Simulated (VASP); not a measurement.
# Ru: single point with PBE

Ru:

```
Ru
1.0
     0.00000    1.79328    2.09276
     1.79328    0.00000    2.09276
     1.79328    1.79328    0.00000
Ru
1
Direct
  0.00000 0.00000 0.00000
```

This cell differs from its parent crystal: volume 13.460 Å^3 an atom, c/a of the conventional cell 1.1670.

| Item | Value |
| --- | --- |
| Program | VASP 6.6.1 |
| Task | single point |
| Functional | PBE |
| Potentials or basis | VASP PAW PBE potentials, release 64 (Ru_pv) |
| Cutoff | 520 eV |
| k mesh | 22 × 22 × 22 |
| Occupations | gaussian, width 0.15 eV |
| Spin | no spin polarisation |
| Dipole correction | no |
| Further INCAR settings | ALGO = Fast; EDIFF = 1e-06; NBANDS = 13 |

The pressure is 13.2 GPa and the band gap on the k mesh is zero (band 7 reaches 14.88 eV, above the bottom of band 8 at 11.28 eV).

Stress tensor (GPa, compression positive):
```
 28.84   0.00   0.00
  0.00  28.84   0.00
  0.00   0.00 -18.12
```

Levels at points of the mesh, in eV from the Fermi level:
| k point | band 3 | band 4 | band 5 | band 6 | band 7 | band 8 | band 9 | band 10 | band 11 | band 12 |
| --- | --- | --- | --- | --- | --- | --- | --- | --- | --- | --- |
| (0.00, 0.00, 0.00) | -42.43 | -8.01 | -3.94 | -1.84 | -1.84 | -1.62 | 0.95 | 10.53 | 15.39 | 17.75 |
| (0.50, 0.00, 0.00) | -42.46 | -6.21 | -3.65 | -1.83 | 1.05 | 1.32 | 2.05 | 10.32 | 10.55 | 14.23 |
| (0.50, 0.50, 0.00) | -42.66 | -6.42 | -6.01 | 1.59 | 1.90 | 2.09 | 2.09 | 10.53 | 11.06 | 15.38 |
| (0.50, 0.00, 0.50) | -42.79 | -6.62 | -5.92 | 1.16 | 1.37 | 3.24 | 4.84 | 10.53 | 11.75 | 13.89 |

It took 2.3 min on 1 thread of AMD EPYC 7R43 64-Core Processor (Zen 3) (shared host), peak memory 0.2 GiB.
